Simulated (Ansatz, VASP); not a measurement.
## NaCl: VASP beside Ansatz

Contents of INCAR:

```
ALGO = Normal ; EDIFF = 1E-6
ENCUT = 500 ; GGA = PE
GGA_COMPAT = False ; ISIF = 2
ISMEAR = -1 ; LASPH = True
LCHARG = True ; LELF = True
LREAL = False ; LVHAR = True
LWAVE = False ; NBANDS = 14
NELM = 120 ; PREC = Accurate
SIGMA = 0.02
```

KPOINTS

```
k-points
0
Gamma
  8 8 8
```

POSCAR

```
NaCl
1.0
    2.8976358949      0.0000000000      0.0000000000
    0.0000000000      2.8976358949      0.0000000000
    0.0000000000      0.0000000000      2.8976358949
Na Cl
1 1
Direct
    0.0000000000      0.0000000000      0.0000000000
    0.5000000000      0.5000000000      0.5000000000
```

Input for Ansatz:

```yaml
crystal:
  lattice:
    - [2.8976358949, 0.0, 0.0]
    - [0.0, 2.8976358949, 0.0]
    - [0.0, 0.0, 2.8976358949]
  atoms:
    - { symbol: Na, position: [0.0, 0.0, 0.0] }
    - { symbol: Cl, position: [0.5, 0.5, 0.5] }
kpoints:
  mp_grid: { grid: [8, 8, 8] }
  band_path:
    path:
      - [0.0, 0.0, 0.0]
      - [0.0, 0.5, 0.0]
      - [0.5, 0.5, 0.0]
      - [0.0, 0.0, 0.0]
      - [0.5, 0.5, 0.5]
      - [0.0, 0.5, 0.0]
      - [0.5, 0.5, 0.5]
      - [0.5, 0.5, 0.0]
    npoints: 5
scf:
  occupations: { method: fermi_dirac, width: 0.02 }
hamiltonian:
  xc: pbe
  pseudopotentials: { kind: all_electron, lapw: { basis_error: 0.00025 } }
output:
  forces: true
  stress: true
  eigenvalues: true
```

Change from the starting cell: volume scaled by 1.04.

Alike in both runs: task single point; functional PBE; k mesh 8 × 8 × 8; occupations fermi-dirac, width 0.02 eV; no spin polarisation.

|  | VASP | Ansatz |
| --- | --- | --- |
| version | VASP 6.6.1 | Ansatz 0.2.0 |
| potentials or method | VASP PAW PBE potentials, release 64 (Na_pv, Cl), cutoff 500 eV | all-electron LAPW, scalar-relativistic |

|  | VASP | Ansatz | Ansatz less VASP |
| --- | --- | --- | --- |
| gap on the k mesh at the Fermi level (eV) | 4.57 | 4.52 | -0.043 |
| pressure (GPa) | 55.7 | 55.5 | -0.11 |

Both programs put the cell under a high pressure, so it lies far from rest at this level. Ansatz ran all-electron here, and VASP with PAW potentials.
